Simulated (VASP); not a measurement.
Set up this calculation in VASP 6.6.1, as the native input.

| Quantity | Value |
| --- | --- |
| Task | single point |
| Functional | PBE |
| Potentials or basis | VASP PAW PBE potentials, release 64 (B, P) |
| Cutoff | 520 eV |
| k mesh | 10 × 10 × 10 |
| Occupations | fermi-dirac, width 0.02 eV |
| Spin | no spin polarisation |
| Dipole correction | no |
| Further INCAR settings | ALGO = Normal; EDIFF = 1e-06; NBANDS = 11 |

The structure of BP lies in POSCAR:

```
BP
1.0
    0.0000000000      2.2683156689      2.3590482957
    2.2683156689      0.0000000000      2.3590482957
    2.2683156689      2.2683156689      0.0000000000
B P
1 1
Direct
    0.0000000000      0.0000000000      0.0000000000
    0.2500000000      0.2500000000      0.2500000000
```

This cell differs from its parent crystal: uniaxial z strain +4.0%.

One way to write it, as run:

INCAR

```
SYSTEM = BP
  PREC = Accurate
  ENCUT = 520
  EDIFF = 1E-6
  ISMEAR = -1
  SIGMA = 0.02
  LREAL = .FALSE.
  LASPH = .TRUE.
  NELM = 60
  ALGO = Normal
  ISIF = 2
  LWAVE = .FALSE.
  LCHARG = .FALSE.
  GGA = PE
  NBANDS = 11
```

KPOINTS

```
Automatic mesh
0
G
  10 10 10
  0 0 0
```

Potentials or basis: VASP PAW PBE potentials, release 64 (B, P).

Run with:

```sh
$ cat potpaw_PBE.64/B/POTCAR potpaw_PBE.64/P/POTCAR > POTCAR
$ mpirun -np 1 vasp_std > vasp.out
```

Results of the run:

The pressure is -5.0 GPa and the band gap on the k mesh is 1.00 eV, indirect (least direct gap 3.15 eV).

Caveat: the cell differs from its parent crystal (uniaxial z strain +4.0%).

Run time: 8.4 s on 1 thread of Intel(R) Xeon(R) 6975P-C (Granite Rapids) (shared host), peak memory 0.14 GiB.
